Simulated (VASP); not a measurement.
# Pb (Fm-3m) in VASP: notebook, part 2 of 2

VASP 6.6.1.

## 4. Single point, PBE exchange alone

This run uses another cell than the first one, of 39.94 Å³/atom, 1.243 times its volume.

File INCAR:

```
SYSTEM = Pb
  PREC = Accurate
  ENCUT = 520
  EDIFF = 1E-6
  ISMEAR = -1
  SIGMA = 0.05
  LREAL = .FALSE.
  LASPH = .TRUE.
  NELM = 80
  ALGO = Normal
  ISIF = 2
  LWAVE = .FALSE.
  LCHARG = .TRUE.
  GGA = PE
  ALDAC = 0.0
  AGGAC = 0.0
  LELF = .TRUE.
  LVHAR = .TRUE.
  NBANDS = 13
```

File KPOINTS:

```
regular mesh
0
G
  9 9 9
  0 0 0
```

File POSCAR:

```
Pb
1.0
    0.0000000000      2.7130187725      2.7130187725
    2.7130187725      0.0000000000      2.7130187725
    2.7130187725      2.7130187725      0.0000000000
Pb
1
Direct
    0.0000000000      0.0000000000      0.0000000000
```

Potentials or basis: VASP PAW PBE potentials, release 64 (Pb_d).

Command:

```bash
> cat potpaw_PBE.64/Pb_d/POTCAR > POTCAR
> mpirun -np 1 vasp_std > vasp.out
```

OUTCAR:

```text
SYSTEM = Pb
   PREC = Accurate
   ENCUT = 520
   EDIFF = 1E-6
   ISMEAR = -1
   LREAL = .FALSE.
   LASPH = .TRUE.
   NELM = 80
   ISIF = 2
   GGA = PE

 ion  position               nearest neighbor table
   1  0.000  0.000  0.000-

  LATTYP: Found a face centered cubic cell.
 ALAT       =     5.4260375450

  Lattice vectors:

 A1 = (   0.0000000000,   2.7130187725,   2.7130187725)
 A2 = (   2.7130187725,   0.0000000000,   2.7130187725)
 A3 = (   2.7130187725,   2.7130187725,   0.0000000000)

Analysis of symmetry for initial positions (statically):
[... 5 lines left out ...]
 face centered cubic supercell.

 Subroutine GETGRP returns: Found 48 space group operations
 (whereof 48 operations were pure point group operations)
 out of a pool of 48 trial point group operations.

The static configuration has the point symmetry O_h .

Analysis of symmetry for dynamics (positions and initial velocities):
[... 5 lines left out ...]
 face centered cubic supercell.

 Subroutine GETGRP returns: Found 48 space group operations
 (whereof 48 operations were pure point group operations)
 out of a pool of 48 trial point group operations.

The dynamic configuration has the point symmetry O_h .

 Subroutine INISYM returns: Found 48 space group operations
 (whereof 48 operations are pure point group operations),
 and found     1 'primitive' translations

----------------------------------------------------------------------------------------

                                     Primitive cell

  volume of cell :      39.9382

  direct lattice vectors                    reciprocal lattice vectors
     0.000000000  2.713018772  2.713018772    -0.184296550  0.184296550  0.184296550
     2.713018772  0.000000000  2.713018772     0.184296550 -0.184296550  0.184296550
     2.713018772  2.713018772  0.000000000     0.184296550  0.184296550 -0.184296550

  length of vectors
     3.836787943  3.836787943  3.836787943     0.319210988  0.319210988  0.319210988

  position of ions in fractional coordinates (direct lattice)
     0.000000000  0.000000000  0.000000000

  ion indices of the primitive-cell ions
   primitive index   ion index
                 1           1

----------------------------------------------------------------------------------------

 KPOINTS: regular mesh

Automatic generation of k-mesh.
 Grid dimensions read from file:
 generate k-points for:    9    9    9

 Generating k-lattice:

  Cartesian coordinates                     Fractional coordinates (reciprocal lattice)
    -0.020477394  0.020477394  0.020477394     0.111111111  0.000000000  0.000000000
     0.020477394 -0.020477394  0.020477394     0.000000000  0.111111111  0.000000000
     0.020477394  0.020477394 -0.020477394     0.000000000  0.000000000  0.111111111

  Length of vectors
     0.035467888  0.035467888  0.035467888

  Shift w.r.t. Gamma in fractional coordinates (k-lattice)
     0.000000000  0.000000000  0.000000000

 Subroutine IBZKPT returns following result:
 ===========================================

 Found     35 irreducible k-points:

 Following reciprocal coordinates:
            Coordinates               Weight
  0.000000  0.000000  0.000000      1.000000
  0.111111  0.000000  0.000000      8.000000
  0.222222  0.000000  0.000000      8.000000
  0.333333  0.000000  0.000000      8.000000
  0.444444  0.000000  0.000000      8.000000
  0.111111  0.111111  0.000000      6.000000
[... 16 lines left out ...]
 -0.333333  0.333333  0.000000     12.000000
  0.444444  0.444444  0.000000      6.000000
 [... further k-points ...]
   k-points           NKPTS =     35   k-points in BZ     NKDIM =     35   number of bands    NBANDS=     13
   number of dos      NEDOS =    301   number of ions     NIONS =      1
   total plane-waves  NPLWV =  27000
   dimension x,y,z NGX =    30 NGY =   30 NGZ =   30
   dimension x,y,z NGXF=    60 NGYF=   60 NGZF=   60
   ions per type =               1
   NGX,Y,Z   is equivalent  to a cutoff of  13.00, 13.00, 13.00 a.u.
   NGXF,Y,Z  is equivalent  to a cutoff of  26.00, 26.00, 26.00 a.u.
 SYSTEM =  Pb
   PREC   = accura    normal or accurate (medium, high low for compatibility)
   ISTART =      0    job   : 0-new  1-cont  2-samecut
   ICHARG =      2    charge: 1-file 2-atom 10-const
   ISPIN  =      1    spin polarized calculation?
   LNONCOLLINEAR =      F non collinear calculations
   LSORBIT =      F    spin-orbit coupling
   LASPH  =      T    aspherical Exc in radial PAW
   ENCUT  =  520.0 eV  38.22 Ry    6.18 a.u.   7.13  7.13  7.13*2*pi/ulx,y,z
   NELM   =     80;   NELMIN=  2; NELMDL= -5     # of ELM steps
   EDIFF  = 0.1E-05   stopping-criterion for ELM
   LREAL  =      F    real-space projection
   EDIFFG = 0.1E-04   stopping-criterion for IOM
   NSW    =      0    number of steps for IOM
   IBRION =     -1    ionic relax: 0-MD 1-quasi-New 2-CG
   NFREE  =      0    steps in history (QN), initial steepest desc. (CG)
   ISIF   =      2    stress and relaxation
   ISYM   =      2    0-nonsym 1-usesym 2-fastsym
   POTIM  = 0.5000    time-step for ionic-motion
   TEBEG  =    0.0;   TEEND  =   0.0 temperature during run
   PSTRESS=    0.0 pullay stress
   NELECT =      14.0000    total number of electrons
   NUPDOWN=      -1.0000    fix difference up-down
   EMIN   =  10.00;   EMAX   =-10.00  energy-range for DOS
   EFERMI =   0.00;   METHOD = LEGACY
   ISMEAR =    -1;   SIGMA  =   0.05  broadening in eV -4-tet -1-fermi 0-gaus
   EFERMI_NEDOS =   21; number of points for ismear=-14 and -15
   IALGO  =     38    algorithm
   IMIX   =      4    mixing-type and parameters
     AMIX     =   0.40;   BMIX     =  1.00
     AMIX_MAG =   1.60;   BMIX_MAG =  1.00
  volume/ion in A,a.u.               =      39.94       269.52
  Fermi-wavevector in a.u.,A,eV,Ry     =   1.154307  2.181324 18.128742  1.332425
  Thomas-Fermi vector in A             =   2.290945
   LORBIT       =      0    0 simple, 1 ext, 2 COOP (PROOUT), +10 PAW based schemes
   GGA     = PE    functional components
   LHFCALC =     F    Hartree Fock is set to
   AEXX    =    0.0000 exact exchange contribution
   IVDW    =     0    specifies the selected vdW correction
   LEPSILON=     F    determine dielectric tensor
   LRPA    =     F    only Hartree local field effects (RPA)
 non-spin polarized calculation
  energy-cutoff  :      520.00
  volume of cell :       39.94
 maximum number of plane-waves:      1089
 NGX is ok and might be reduce to    30
   NGX = 15   NGY = 15   NGZ = 15

 number of electron      14.0000003 magnetization

 Free energy of the ion-electron system (eV)
  ---------------------------------------------------
  ext. energy  EPLUGINS =         0.00000000
  ---------------------------------------------------
  free energy    TOTEN  =        -2.33998839 eV

  energy without entropy =       -2.33581419  energy(sigma->0) =       -2.33790129

 E-fermi :   6.0015     XC(G=0):  -7.3949

 val. band max:        5.8664216603   @ k =  -0.4444   0.3333   0.0000
 cond. band min:       6.0657924929   @ k =  -0.2222   0.3333   0.1111
 fundamental gap:      0.1993708326
 Fermi energy:         6.0014820038

 k-point     1 :       0.0000    0.0000    0.0000
  band No.  band energies     occupation
      1     -10.7944      2.00000
      2     -10.7944      2.00000
      3     -10.7944      2.00000
      4     -10.7352      2.00000
      5     -10.7352      2.00000
      6      -4.2306      2.00000
      7      11.2762      0.00000
      8      11.2762      0.00000
      9      11.2762      0.00000
     10      14.4786      0.00000
     11      15.7226      0.00000
     12      16.7945      0.00000
     13      16.7945      0.00000

 k-point     2 :       0.1111    0.0000    0.0000
  band No.  band energies     occupation
      1     -10.7934      2.00000
      2     -10.7871      2.00000
      3     -10.7871      2.00000
      4     -10.7349      2.00000
      5     -10.7349      2.00000
      6      -4.0606      2.00000
      7       9.5746      0.00000
      8      11.0925      0.00000
      9      11.0925      0.00000
     10      14.6789      0.00000
     11      15.9194      0.00000
[... 339 lines left out ...]
 k-point    24 :       0.4444    0.4444    0.0000
  band No.  band energies     occupation
      1     -10.8568      2.00000
      2     -10.8112      2.00000
      3     -10.6816      2.00000
      4     -10.6628      2.00000
      5     -10.6628      2.00000
      6      -1.3792      2.00000
      7       3.9760      2.00000
      8       7.7371      0.00000
      9       7.7371      0.00000
     10      11.1640      0.00000
     11      12.2080      0.00000
     12      22.6390      0.00000
     13      22.9775      0.00000

 [... further k-points ...]
[... 5 lines left out ...]
  --------------------------------------------------------------------------------------
  -------------------------------------------------------------------------------------
  Total       -0.0156047     -0.0156047     -0.0156047      0.0000000     -0.0000000      0.0000000
  in kB       -0.6260047     -0.6260047     -0.6260047      0.0000000     -0.0000000      0.0000000
  external PRESSURE =      -0.6260047 kB  Pullay stress =       0.0000000 kB

 VOLUME and BASIS-vectors are now :
 -----------------------------------------------------------------------------
  energy-cutoff  :      520.00
  volume of cell :       39.94
      direct lattice vectors                 reciprocal lattice vectors
     0.000000000  2.713018772  2.713018772    -0.184296550  0.184296550  0.184296550
     2.713018772  0.000000000  2.713018772     0.184296550 -0.184296550  0.184296550
     2.713018772  2.713018772  0.000000000     0.184296550  0.184296550 -0.184296550

 POSITION                                       TOTAL-FORCE (eV/Angst)
 -----------------------------------------------------------------------------------
      0.00000      0.00000      0.00000        -0.000000      0.000000      0.000000
 -----------------------------------------------------------------------------------
    total drift:                               -0.000000     -0.000000      0.000000

  FREE ENERGIE OF THE ION-ELECTRON SYSTEM (eV)
  ---------------------------------------------------
  free  energy   TOTEN  =        -2.3399883928 eV

  energy  without entropy=       -2.3358141862  energy(sigma->0) =       -2.33790129
```

Wall time 14 s (1 thread of Intel Xeon Platinum 8488C (Sapphire Rapids), shared host); peak memory 0.17 GiB.

What came out:

```
Free energy            : -2.3400 eV
Pressure               : -0.1 GPa
Band gap on the k mesh : zero (band 7 reaches 11.28 eV, above the bottom of band 8 at 5.00 eV)
```

Levels at points of the mesh, in eV from the Fermi level:
```
           k point  band 5  band 6  band 7  band 8  band 9  band 10
(0.00, 0.00, 0.00)  -16.74  -10.23    5.27    5.27    5.27     8.48
```

Caveat: spin-orbit coupling is left out, which moves the levels of the heavy elements.

## 5. Single point, r2SCAN+D3(BJ)

This run uses another cell than the first one, of 28.50 Å³/atom, 0.887 times its volume.

File POSCAR:

```
Pb
1.0
    0.0000000000      2.4244952108      2.4244952108
    2.4244952108      0.0000000000      2.4244952108
    2.4244952108      2.4244952108      0.0000000000
Pb
1
Direct
    0.0000000000      0.0000000000      0.0000000000
```

File INCAR.step1:

```
SYSTEM = Pb
ALGO = Normal ; EDIFF = 1E-4
ENCUT = 520 ; GGA = PE
ISMEAR = -1 ; LASPH = .True.
LCHARG = .False. ; LREAL = .False.
LWAVE = .True. ; NBANDS = 13
NELM = 100 ; PREC = Accurate
SIGMA = 0.05
```

File INCAR.step2:

```
SYSTEM = Pb
ALGO = Normal ; EDIFF = 1E-7
ENCUT = 520 ; ISIF = 2
ISMEAR = -1 ; ISTART = 1
IVDW = 12 ; LASPH = .True.
LCHARG = .False. ; LMIXTAU = .True.
LREAL = .False. ; LWAVE = .False.
METAGGA = R2SCAN ; NBANDS = 13
NELM = 100 ; PREC = Accurate
SIGMA = 0.05 ; VDW_A1 = 0.49484001
VDW_A2 = 5.73083694 ; VDW_S6 = 1.0
VDW_S8 = 0.78981345
```

File KPOINTS:

```
k-points
0
Gamma
  9 9 9
  0 0 0
```

Command:

```bash
> cat potpaw_PBE.64/Pb_d/POTCAR > POTCAR
> cp INCAR.step1 INCAR
> mpirun -np 1 vasp_std > vasp.out
> cp INCAR.step2 INCAR
> mpirun -np 1 vasp_std > vasp.out
```

It took 66 s on 1 thread of Intel Xeon Platinum 8488C (Sapphire Rapids), shared host; peak memory 0.17 GiB.

The run converged. Its results:

```yaml
Free_energy: -56.4693 eV
Pressure: 3.6 GPa
Band_gap_on_the_k_mesh: zero (band 7 reaches 16.20 eV, above the bottom of band 8 at 6.16 eV)
Dispersion_energy_per_atom: -0.208 eV
```

Levels at points of the mesh, in eV from the Fermi level:
```csv
k point,band 5,band 6,band 7,band 8,band 9,band 10
"(0.00, 0.00, 0.00)",-17.41,-12.56,8.46,8.46,8.46,10.65
```

Caveat: the PAW data sets were made with another functional, which shifts forces and pressure a little; spin-orbit coupling is left out, which moves the levels of the heavy elements; pairwise dispersion overbinds metals, which lowers pressure and volume.

## 6. Single point, r2SCAN+D3(BJ)

This run uses another cell than the first one, of 29.11 Å³/atom, 0.906 times its volume.

File POSCAR:

```
Pb
1.0
    0.0000000000      2.4415696833      2.4415696833
    2.4415696833      0.0000000000      2.4415696833
    2.4415696833      2.4415696833      0.0000000000
Pb
1
Direct
    0.0000000000      0.0000000000      0.0000000000
```

File INCAR.step1:

```
  PREC = Accurate
  ENCUT = 520
  ISMEAR = -1
  SIGMA = 0.05
  LREAL = F
  LASPH = T
  NELM = 60
  NBANDS = 13
  GGA = PE
  ALGO = Normal
  EDIFF = 1E-4
  LWAVE = T
  LCHARG = F
```

File INCAR.step2:

```
  PREC = Accurate
  ENCUT = 520
  EDIFF = 1E-6
  ISMEAR = -1
  SIGMA = 0.05
  LREAL = F
  LASPH = T
  NELM = 60
  ALGO = Normal
  ISIF = 2
  LWAVE = F
  LCHARG = F
  METAGGA = R2SCAN
  LMIXTAU = T
  IVDW = 12
  VDW_S6 = 1.0
  VDW_S8 = 0.78981345
  VDW_A1 = 0.49484001
  VDW_A2 = 5.73083694
  NBANDS = 13
  ISTART = 1
```

File KPOINTS:

```
Automatic mesh
0
Gamma
  9 9 9
```

Potentials or basis: VASP PAW PBE potentials, release 64 (Pb_d).

Command:

```bash
> cat potpaw_PBE.64/Pb_d/POTCAR > POTCAR
> cp INCAR.step1 INCAR
> mpirun -np 1 vasp_std > vasp.out
> cp INCAR.step2 INCAR
> mpirun -np 1 vasp_std > vasp.out
```

Run time: 49 s. Hardware: 1 thread of Intel Xeon Platinum 8488C (Sapphire Rapids), shared host; peak memory 0.17 GiB.

It converged, with:

- Free energy: -56.4807 eV
- Pressure: 2.3 GPa
- Band gap on the k mesh: zero (band 7 reaches 15.77 eV, above the bottom of band 8 at 5.96 eV)
- Dispersion energy per atom: -0.203 eV

Levels at points of the mesh, in eV from the Fermi level:
```
           k point  band 3  band 4  band 5  band 6  band 7  band 8  band 9  band 10  band 11  band 12
(0.00, 0.00, 0.00)  -17.58  -17.41  -17.41  -12.41    8.27    8.27    8.27    10.63    13.04    13.61
```

Caveat: the PAW data sets were made with another functional, which shifts forces and pressure a little; spin-orbit coupling is left out, which moves the levels of the heavy elements; pairwise dispersion overbinds metals, which lowers pressure and volume.

## 7. The runs side by side

```csv
level,cell,gap on the mesh (eV),pressure (GPa)
revPBE+D4,"a = 3.569 Å, angles 60.0°, 1 atom",none,-2.0
BLYP,"a = 3.569 Å, angles 60.0°, 1 atom",none,3.0
PBE exchange alone,"a = 3.837 Å, angles 60.0°, 1 atom",none,-0.1
r2SCAN+D3(BJ),"a = 3.429 Å, angles 60.0°, 1 atom",none,3.6
r2SCAN+D3(BJ),"a = 3.453 Å, angles 60.0°, 1 atom",none,2.3
```

Alike in all rows: task single point; potentials or basis VASP PAW PBE potentials, release 64 (Pb_d); no spin polarisation; k mesh 9 × 9 × 9; cutoff (eV) 520; smearing fermi-dirac 0.05 eV.

Caveats: spin-orbit coupling is left out, which moves the levels of the heavy elements; the PAW data sets were made with another functional, which shifts forces and pressure a little (some runs); pairwise dispersion overbinds metals, which lowers pressure and volume (some runs).

Total energies depend on the potentials used, so only differences within one code and one set of settings carry meaning.
